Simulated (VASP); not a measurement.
# Sb (I4/mmm) in VASP: notebook, part 2 of 2

VASP 6.6.1. The steps go on from the part before.

### 3 Electric field gradients, PBEsol (volume scaled by 0.98)

The input, INCAR:

```
SYSTEM = Sb
PREC = Accurate ; ENCUT = 520
EDIFF = 1E-8 ; ISMEAR = -1
SIGMA = 0.05 ; LREAL = .FALSE.
LASPH = .TRUE. ; NELM = 80
ALGO = Normal ; ISIF = 2
LWAVE = .FALSE. ; LCHARG = .FALSE.
GGA = PS ; LEFG = .TRUE.
NBANDS = 8
```

The input, KPOINTS:

```
Automatic mesh
0
G
  19 19 19
  0 0 0
```

The input, POSCAR:

```
Sb
1.0
   -1.4948990245      1.4948990245      2.4633552032
    1.4948990245     -1.4948990245      2.4633552032
    1.4948990245      1.4948990245     -2.4633552032
Sb
1
Direct
    0.0000000000      0.0000000000      0.0000000000
```

Potentials or basis: VASP PAW PBE potentials, release 64 (Sb).

Launch:

```bash
cat potpaw_PBE.64/Sb/POTCAR > POTCAR
mpirun -np 1 vasp_std > vasp.out
```

OUTCAR:

```text
SYSTEM = Sb
   PREC = Accurate
   ENCUT = 520
   EDIFF = 1E-8
   ISMEAR = -1
   LREAL = .FALSE.
   LASPH = .TRUE.
   NELM = 80
   ISIF = 2
   GGA = PS

 ion  position               nearest neighbor table
   1  0.000  0.000  0.000-

  LATTYP: Found a body centered tetragonal cell.
 ALAT       =     2.9897980490
 C/A-ratio  =     1.6478405316

  Lattice vectors:

 A1 = (  -1.4948990245,   1.4948990245,   2.4633552032)
 A2 = (   1.4948990245,  -1.4948990245,   2.4633552032)
 A3 = (   1.4948990245,   1.4948990245,  -2.4633552032)

Analysis of symmetry for initial positions (statically):
=====================================================================
 Subroutine PRICEL returns:
 Original cell was already a primitive cell.

 Routine SETGRP: Setting up the symmetry group for a
 body centered tetragonal supercell.

 Subroutine GETGRP returns: Found 16 space group operations
 (whereof 16 operations were pure point group operations)
 out of a pool of 16 trial point group operations.

The static configuration has the point symmetry D_4h.

Analysis of symmetry for dynamics (positions and initial velocities):
=====================================================================
 Subroutine PRICEL returns:
 Original cell was already a primitive cell.

 Routine SETGRP: Setting up the symmetry group for a
 body centered tetragonal supercell.

 Subroutine GETGRP returns: Found 16 space group operations
 (whereof 16 operations were pure point group operations)
 out of a pool of 16 trial point group operations.

The dynamic configuration has the point symmetry D_4h.

 Subroutine INISYM returns: Found 16 space group operations
 (whereof 16 operations are pure point group operations),
 and found     1 'primitive' translations

----------------------------------------------------------------------------------------

                                     Primitive cell

  volume of cell :      22.0197

  direct lattice vectors                    reciprocal lattice vectors
    -1.494899025  1.494899025  2.463355203     0.000000000  0.334470751  0.202975194
     1.494899025 -1.494899025  2.463355203     0.334470751  0.000000000  0.202975194
     1.494899025  1.494899025 -2.463355203     0.334470751  0.334470751  0.000000000

  length of vectors
     3.246161586  3.246161586  3.246161586     0.391241119  0.391241119  0.473013073

  position of ions in fractional coordinates (direct lattice)
     0.000000000  0.000000000  0.000000000

  ion indices of the primitive-cell ions
   primitive index   ion index
                 1           1

----------------------------------------------------------------------------------------

 KPOINTS: Automatic mesh

Automatic generation of k-mesh.
 Grid dimensions read from file:
 generate k-points for:   19   19   19

 Generating k-lattice:

  Cartesian coordinates                     Fractional coordinates (reciprocal lattice)
     0.000000000  0.017603724  0.010682905     0.052631579  0.000000000 -0.000000000
[... 61 lines left out ...]
   EDIFFG = 0.1E-06   stopping-criterion for IOM
   NSW    =      0    number of steps for IOM
   IBRION =     -1    ionic relax: 0-MD 1-quasi-New 2-CG
   NFREE  =      0    steps in history (QN), initial steepest desc. (CG)
   ISIF   =      2    stress and relaxation
   ISYM   =      2    0-nonsym 1-usesym 2-fastsym
   POTIM  = 0.5000    time-step for ionic-motion
   TEBEG  =    0.0;   TEEND  =   0.0 temperature during run
   PSTRESS=    0.0 pullay stress
   NELECT =       5.0000    total number of electrons
   NUPDOWN=      -1.0000    fix difference up-down
   EMIN   =  10.00;   EMAX   =-10.00  energy-range for DOS
   EFERMI =   0.00;   METHOD = LEGACY
   ISMEAR =    -1;   SIGMA  =   0.05  broadening in eV -4-tet -1-fermi 0-gaus
   EFERMI_NEDOS =   21; number of points for ismear=-14 and -15
   IALGO  =     38    algorithm
   IMIX   =      4    mixing-type and parameters
     AMIX     =   0.40;   BMIX     =  1.00
     AMIX_MAG =   1.60;   BMIX_MAG =  1.00
  volume/ion in A,a.u.               =      22.02       148.60
  Fermi-wavevector in a.u.,A,eV,Ry     =   0.998760  1.887383 13.572111  0.997522
  Thomas-Fermi vector in A             =   2.131005
   LORBIT       =      0    0 simple, 1 ext, 2 COOP (PROOUT), +10 PAW based schemes
   GGA     = PS    functional components
   LHFCALC =     F    Hartree Fock is set to
   AEXX    =    0.0000 exact exchange contribution
   IVDW    =     0    specifies the selected vdW correction
   LEPSILON=     F    determine dielectric tensor
   LRPA    =     F    only Hartree local field effects (RPA)
 non-spin polarized calculation
  energy-cutoff  :      520.00
  volume of cell :       22.02
 maximum number of plane-waves:       618
   NGX = 11   NGY = 11   NGZ = 11

 number of electron       5.0000000 magnetization

 Free energy of the ion-electron system (eV)
  ---------------------------------------------------
  ext. energy  EPLUGINS =         0.00000000
  ---------------------------------------------------
  free energy    TOTEN  =        -4.10733780 eV

  energy without entropy =       -4.10312198  energy(sigma->0) =       -4.10522989

 E-fermi :  11.3035     XC(G=0): -11.2207

 val. band max:       11.3016152563   @ k =  -0.3684  -0.3684   0.2105
 cond. band min:      11.3139125135   @ k =  -0.4211   0.4211   0.0526
 fundamental gap:      0.0122972572
 Fermi energy:        11.3034568552

 k-point     1 :       0.0000    0.0000    0.0000
  band No.  band energies     occupation
      1      -3.4670      2.00000
      2      17.9449      0.00000
      3      18.1885      0.00000
      4      18.1885      0.00000
      5      21.5067      0.00000
      6      21.7076      0.00000
      7      22.5159      0.00000
      8      22.5159      0.00000
[... 243 lines left out ...]
 k-point    24 :      -0.2632    0.0526    0.0000
  band No.  band energies     occupation
      1      -1.9183      2.00000
      2      10.6247      2.00000
      3      15.2186      0.00000
      4      17.4993      0.00000
      5      19.7042      0.00000
      6      21.6814      0.00000
      7      23.2720      0.00000
      8      23.9326      0.00000

 [... further k-points ...]
[... 5 lines left out ...]
  --------------------------------------------------------------------------------------
  -------------------------------------------------------------------------------------
  Total        2.6107858      2.6107858      2.2539592      0.0000000      0.0000000      0.0000000
  in kB      189.9639012    189.9639012    164.0007728      0.0000000      0.0000000      0.0000000
  external PRESSURE =     181.3095251 kB  Pullay stress =       0.0000000 kB

 VOLUME and BASIS-vectors are now :
 -----------------------------------------------------------------------------
  energy-cutoff  :      520.00
  volume of cell :       22.02
      direct lattice vectors                 reciprocal lattice vectors
    -1.494899025  1.494899025  2.463355203     0.000000000  0.334470751  0.202975194
     1.494899025 -1.494899025  2.463355203     0.334470751  0.000000000  0.202975194
     1.494899025  1.494899025 -2.463355203     0.334470751  0.334470751  0.000000000

 POSITION                                       TOTAL-FORCE (eV/Angst)
 -----------------------------------------------------------------------------------
      0.00000      0.00000      0.00000         0.000000     -0.000000      0.000000
 -----------------------------------------------------------------------------------
    total drift:                                0.000000     -0.000000     -0.000000

  FREE ENERGIE OF THE ION-ELECTRON SYSTEM (eV)
  ---------------------------------------------------
  free  energy   TOTEN  =        -4.1073377954 eV

  energy  without entropy=       -4.1031219796  energy(sigma->0) =       -4.10522989

 Electric field gradients (V/A^2)
---------------------------------------------------------------------
 ion       V_xx      V_yy      V_zz      V_xy      V_xz      V_yz
---------------------------------------------------------------------
   1     -19.120   -19.120    38.241    -0.000    -0.000    -0.000
---------------------------------------------------------------------

 Electric field gradients after diagonalization (V/A^2)
 (convention: |V_zz| > |V_xx| > |V_yy|)
----------------------------------------------------------------------
 ion       V_xx      V_yy      V_zz     asymmetry (V_yy - V_xx)/ V_zz
----------------------------------------------------------------------
   1     -19.121   -19.120    38.241       0.000
----------------------------------------------------------------------

           NMR quadrupolar parameters

 Cq : quadrupolar parameter    Cq=e*Q*V_zz/h
 eta: asymmetry parameters     (V_yy - V_xx)/ V_zz
 Q  : nuclear electric quadrupole moment in mb (millibarn)
----------------------------------------------------------------------
 ion       Cq(MHz)       eta       Q (mb)
----------------------------------------------------------------------
   1       0.092       0.000       1.000
----------------------------------------------------------------------
```

Run time: 39 s. Hardware: 1 thread of Intel Xeon Platinum 8488C (Sapphire Rapids), shared host; peak memory 0.21 GiB.

Results:

* Free energy: -4.1073 eV
* Pressure: 18.1 GPa

Electric field gradients, principal values (V/Å²):
```
atom    least   middle  greatest (by size)
1 Sb  -19.120  -19.121              38.241
```

Caveat: without QUAD_EFG the Cq values of the log hold for a quadrupole moment of 1 mb, not for the nuclei; the PAW data sets were made with another functional, which shifts forces and pressure a little; spin-orbit coupling is left out, which moves the levels of the heavy elements.
